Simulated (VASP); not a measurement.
# LiH in VASP: notebook

The runs below take LiH through single point, relaxation of the atoms, with SCAN, revPBE.

Program: VASP 6.6.1. These are calculated values, not measurements. Logs are shortened: lines on timing, memory, paths and dates and some standing lists are left out, and cuts for length are marked.

### 1 The cell of the first run

The cell holds a molecule in a box, 2 atoms: a = 9.000 Å, b = 9.000 Å, c = 11.000 Å, α = 90.00°, β = 90.00°, γ = 90.00°.

### 2 Single point, SCAN

POSCAR

```
LiH
1.0
    9.0000000000      0.0000000000      0.0000000000
    0.0000000000      9.0000000000      0.0000000000
    0.0000000000      0.0000000000     11.0000000000
Li H
1 1
Direct
    0.5014444400      0.5023333300      0.4305590900
    0.5014444400      0.5023333300      0.5756227300
```

INCAR.step1

```
ALGO     = Normal         # electronic algorithm
EDIFF    = 1E-5           # SCF threshold, eV
EFERMI   = MIDGAP       
ENCUT    = 720            # plane-wave cutoff, eV
GGA      = PE             # functional
GGA_COMPAT= F            
ISIF     = 0              # what is computed and relaxed
ISMEAR   = 0              # smearing method
LASPH    = T              # aspherical terms in the spheres
LCHARG   = T              # write CHGCAR
LREAL    = F              # projectors in reciprocal space
LWAVE    = T              # write WAVECAR
NELM     = 100            # most SCF steps
NELMDL   = -8           
PREC     = Accurate       # precision mode
SIGMA    = 0.03           # smearing width, eV
```

INCAR.step2

```
ALGO     = All            # electronic algorithm
EDIFF    = 1E-6           # SCF threshold, eV
EFERMI   = MIDGAP       
ENCUT    = 720            # plane-wave cutoff, eV
GGA_COMPAT= F            
ISEARCH  = 1            
ISIF     = 0              # what is computed and relaxed
ISMEAR   = 0              # smearing method
ISTART   = 1            
LASPH    = T              # aspherical terms in the spheres
LCHARG   = F              # write CHGCAR
LMIXTAU  = T            
LREAL    = F              # projectors in reciprocal space
LWAVE    = F              # write WAVECAR
METAGGA  = SCAN           # meta-GGA
NELM     = 100            # most SCF steps
NELMDL   = -8           
PREC     = Accurate       # precision mode
SIGMA    = 0.03           # smearing width, eV
```

KPOINTS

```
k-points
0
Gamma
  1 1 1
```

Potentials or basis: VASP PAW PBE potentials, release 64 (Li_sv, H).

The run is started by

```sh
cat potpaw_PBE.64/Li_sv/POTCAR potpaw_PBE.64/H/POTCAR > POTCAR
cp INCAR.step1 INCAR
mpirun -np 1 vasp_gam > vasp.out
cp INCAR.step2 INCAR
mpirun -np 1 vasp_gam > vasp.out
```

OUTCAR:

```text
EDIFF = 1E-6
   EFERMI = MIDGAP
   ENCUT = 720
   ISIF = 0
   ISMEAR = 0
   ISTART = 1
   LASPH = T
   LREAL = F
   METAGGA = SCAN
   NELM = 100
   NELMDL = -8
   PREC = Accurate

 Found      1 irreducible k-points:

 Following reciprocal coordinates:
            Coordinates               Weight
  0.000000  0.000000  0.000000      1.000000
   k-points           NKPTS =      1   k-points in BZ     NKDIM =      1   number of bands    NBANDS=      6
   number of dos      NEDOS =    301   number of ions     NIONS =      2
   total plane-waves  NPLWV = 614400
   dimension x,y,z NGX =    80 NGY =   80 NGZ =   96
   dimension x,y,z NGXF=   160 NGYF=  160 NGZF=  192
   ions per type =               1   1
   NGX,Y,Z   is equivalent  to a cutoff of  14.78, 14.78, 14.51 a.u.
   NGXF,Y,Z  is equivalent  to a cutoff of  29.55, 29.55, 29.02 a.u.
 SYSTEM =  unknown system
   PREC   = accura    normal or accurate (medium, high low for compatibility)
   ISTART =      1    job   : 0-new  1-cont  2-samecut
   ICHARG =      0    charge: 1-file 2-atom 10-const
   ISPIN  =      1    spin polarized calculation?
   LNONCOLLINEAR =      F non collinear calculations
   LSORBIT =      F    spin-orbit coupling
   LASPH  =      T    aspherical Exc in radial PAW
   ENCUT  =  720.0 eV  52.92 Ry    7.27 a.u.  19.69 19.69 24.07*2*pi/ulx,y,z
   NELM   =    100;   NELMIN=  2; NELMDL= -8     # of ELM steps
   EDIFF  = 0.1E-05   stopping-criterion for ELM
   LREAL  =      F    real-space projection
   EDIFFG = 0.1E-04   stopping-criterion for IOM
   NSW    =      0    number of steps for IOM
   IBRION =     -1    ionic relax: 0-MD 1-quasi-New 2-CG
   NFREE  =      0    steps in history (QN), initial steepest desc. (CG)
   ISIF   =      0    stress and relaxation
   ISYM   =      2    0-nonsym 1-usesym 2-fastsym
   POTIM  = 0.5000    time-step for ionic-motion
   TEBEG  =    0.0;   TEEND  =   0.0 temperature during run

   SCALEE = 1.0000    scale energy and forces
   PSTRESS=    0.0 pullay stress
   NELECT =       4.0000    total number of electrons
   NUPDOWN=      -1.0000    fix difference up-down
   EMIN   =  10.00;   EMAX   =-10.00  energy-range for DOS
   EFERMI =   0.00;   METHOD = MIDGAP
   ISMEAR =     0;   SIGMA  =   0.03  broadening in eV -4-tet -1-fermi 0-gaus
   EFERMI_NEDOS =   21; number of points for ismear=-14 and -15
   IALGO  =     58    algorithm
   IMIX   =      4    mixing-type and parameters
     AMIX     =   0.40;   BMIX     =  1.00
     AMIX_MAG =   1.60;   BMIX_MAG =  1.00
  volume/ion in A,a.u.               =     445.50      3006.38
  Fermi-wavevector in a.u.,A,eV,Ry     =   0.270065  0.510350  0.992345  0.072935
  Thomas-Fermi vector in A             =   1.108124
   LORBIT       =      0    0 simple, 1 ext, 2 COOP (PROOUT), +10 PAW based schemes
   METAGGA = SCAN    functional components
   LHFCALC =     F    Hartree Fock is set to
   AEXX    =    0.0000 exact exchange contribution
   IVDW    =     0    specifies the selected vdW correction
   LEPSILON=     F    determine dielectric tensor
   LRPA    =     F    only Hartree local field effects (RPA)

   CSHIFT  =0.1000    complex shift for real part using Kramers Kronig

   OMEGAMAX=  -1.0    maximum frequency
 non-spin polarized calculation
 Gauss-broadening in eV      SIGMA  =   0.03
  energy-cutoff  :      720.00
  volume of cell :      891.00
 maximum number of plane-waves:     19545
 NGX is ok and might be reduce to    80
   NGX = 39   NGY = 39   NGZ = 49

 number of electron       3.9999999 magnetization

 Free energy of the ion-electron system (eV)
  ---------------------------------------------------
  ext. energy  EPLUGINS =         0.00000000
  ---------------------------------------------------
  free energy    TOTEN  =        -4.35404707 eV

  energy without entropy =       -4.35404707  energy(sigma->0) =       -4.35404707

 E-fermi :  -2.6436     XC(G=0):  -0.5958

 val. band max:       -4.4354247640   @ k =   0.0000   0.0000   0.0000
 cond. band min:      -0.8360016001   @ k =   0.0000   0.0000   0.0000
 fundamental gap:      3.5994231639
 Fermi energy:        -2.6436094595

 k-point     1 :       0.0000    0.0000    0.0000
  band No.  band energies     occupation
      1     -52.3841      2.00000
      2      -4.4354      2.00000
      3      -0.8360      0.00000
      4       0.4286      0.00000
      5       0.4293      0.00000
      6       0.5872      0.00000

------------------------ aborting loop because EDIFF is reached ----------------------------------------

 VOLUME and BASIS-vectors are now :
 -----------------------------------------------------------------------------
  energy-cutoff  :      720.00
  volume of cell :      891.00
      direct lattice vectors                 reciprocal lattice vectors
     9.000000000  0.000000000  0.000000000     0.111111111  0.000000000  0.000000000
     0.000000000  9.000000000  0.000000000     0.000000000  0.111111111  0.000000000
     0.000000000  0.000000000 11.000000000     0.000000000  0.000000000  0.090909091

 POSITION                                       TOTAL-FORCE (eV/Angst)
 -----------------------------------------------------------------------------------
      4.51300      4.52100      4.73615         0.000000     -0.000000     -0.095429
      4.51300      4.52100      6.33185         0.000000      0.000000      0.095429
 -----------------------------------------------------------------------------------
    total drift:                                0.000002      0.000002     -0.028406

  FREE ENERGIE OF THE ION-ELECTRON SYSTEM (eV)
  ---------------------------------------------------
  free  energy   TOTEN  =        -4.3540470721 eV

  energy  without entropy=       -4.3540470721  energy(sigma->0) =       -4.35404707
```

It took 3.8 min on 1 thread of Intel Xeon 6975P-C (Granite Rapids), shared host; peak memory 1.2 GiB.

What came out:

```yaml
Free_energy: -4.3540 eV
Largest_force: 0.095 eV/Å
Gap_between_the_frontier_levels: 3.60 eV
```

Forces on the atoms (eV/Å):
```
Li   0.000  0.000 -0.095
H    0.000  0.000  0.095
```

Caveat: the PAW data sets were made with another functional, which shifts forces and pressure a little.

### 3 Relaxation of the atoms, revPBE (atoms moved at random)

INCAR

```
GGA      = RE             # functional
ISMEAR   = 0              # smearing method
SIGMA    = 0.03           # smearing width, eV
LWAVE    = False          # write WAVECAR
LCHARG   = False          # write CHGCAR
ISIF     = 0              # what is computed and relaxed
NSW      = 120            # ionic steps
PREC     = Accurate       # precision mode
LASPH    = True           # aspherical terms in the spheres
LREAL    = False          # projectors in reciprocal space
ALGO     = Normal         # electronic algorithm
EDIFF    = 1E-7           # SCF threshold, eV
NELM     = 120            # most SCF steps
GGA_COMPAT= False        
IBRION   = 2              # ionic algorithm
EDIFFG   = -0.01          # ionic threshold
NELMIN   = 4            
ENCUT    = 650            # plane-wave cutoff, eV
EFERMI   = MIDGAP       
NELMDL   = -8
```

KPOINTS is that of step 2.

POSCAR

```
LiH
1.0
    9.0000000000      0.0000000000      0.0000000000
    0.0000000000      9.0000000000      0.0000000000
    0.0000000000      0.0000000000     11.0000000000
Li H
1 1
Direct
    0.5016580000      0.4988610000      0.4289430000
    0.4972290000      0.5031320000      0.5762910000
```

Potentials or basis: VASP PAW PBE potentials, release 64 (Li_sv, H).

The run is started by

```sh
cat potpaw_PBE.64/Li_sv/POTCAR potpaw_PBE.64/H/POTCAR > POTCAR
mpirun -np 1 vasp_gam > vasp.out
```

Run time: 71 s. Hardware: 1 thread of Intel Xeon 6975P-C (Granite Rapids), shared host; peak memory 1 GiB.

The run converged. Its results:

```yaml
Free_energy: -3.8402 eV
Energy_gained_by_relaxing: 0.0 meV/atom
Ionic_steps: 2
Largest_force_after_relaxing: 0.009 eV/Å
Gap_between_the_frontier_levels: 2.68 eV
```

Forces on the atoms (eV/Å):
```
Li   0.001 -0.001  0.009
H   -0.001  0.001 -0.009
```

Final structure:
```
Li H
1.0
     9.00000    0.00000    0.00000
     0.00000    9.00000    0.00000
     0.00000    0.00000   11.00000
Li H
1 1
Direct
  0.50166 0.49886 0.42903
  0.49722 0.50314 0.57620
```

Levels at points of the mesh, in eV from the valence-band top:
| k point | band 1 | band 2 | band 3 | band 4 | band 5 | band 6 |
| --- | --- | --- | --- | --- | --- | --- |
| (0.00, 0.00, 0.00) | -46.67 | 0.00 | 2.68 | 4.15 | 4.15 | 4.30 |

Caveat: the cell differs from its parent crystal (atoms moved at random); the PAW data sets were made with another functional, which shifts forces and pressure a little.

### 4 Relaxation of the atoms, revPBE (atoms moved at random)

INCAR: that of step 3 with these lines changed.

```diff
@@ -15,5 +15,5 @@
 IBRION   = 2              # ionic algorithm
-EDIFFG   = -0.01          # ionic threshold
+EDIFFG   = -0.002         # ionic threshold
 NELMIN   = 4            
-ENCUT    = 650            # plane-wave cutoff, eV
+ENCUT    = 1000           # plane-wave cutoff, eV
 EFERMI   = MIDGAP
```

KPOINTS is that of step 3.

POSCAR is that of step 3.

The run is started by

```sh
cat potpaw_PBE.64/Li_sv/POTCAR potpaw_PBE.64/H/POTCAR > POTCAR
mpirun -np 1 vasp_gam > vasp.out
```

Wall time 3.7 min (1 thread of Intel Xeon 6975P-C (Granite Rapids), shared host); peak memory 1.5 GiB.

Results (log left out):

```yaml
Free_energy: -3.8423 eV
Energy_gained_by_relaxing: 0.0 meV/atom
Ionic_steps: 4
Gap_between_the_frontier_levels: 2.68 eV
```

Final structure:
```
Li H
1.0
     9.00000    0.00000    0.00000
     0.00000    9.00000    0.00000
     0.00000    0.00000   11.00000
Li H
1 1
Direct
  0.50166 0.49886 0.42914
  0.49722 0.50314 0.57609
```

Levels at points of the mesh, in eV from the valence-band top:
| k point | band 1 | band 2 | band 3 | band 4 | band 5 |
| --- | --- | --- | --- | --- | --- |
| (0.00, 0.00, 0.00) | -46.64 | 0.00 | 2.68 | 4.16 | 4.16 |

Caveat: the cell differs from its parent crystal (atoms moved at random); the PAW data sets were made with another functional, which shifts forces and pressure a little.

### 5 The runs side by side

| task | level | cell | cutoff (eV) | purpose | gap on the mesh (eV) | largest force (eV/Å) |
| --- | --- | --- | --- | --- | --- | --- |
| single point | SCAN | as given, atomic positions A | 720 | a run that is hard to end | 3.60 | 0.10 |
| relaxation of the atoms | revPBE | atoms relaxed, atomic positions B | 650 | geometry | 2.68 | 0.01 |
| relaxation of the atoms | revPBE | atoms relaxed, atomic positions B | 1000 | geometry | 2.68 | - |

Alike in all rows: potentials or basis VASP PAW PBE potentials, release 64 (Li_sv, H); no spin polarisation; k mesh 1 × 1 × 1; smearing gaussian 0.03 eV.

Caveats: the PAW data sets were made with another functional, which shifts forces and pressure a little.

Absolute energies hang on the potentials; compare differences alone.
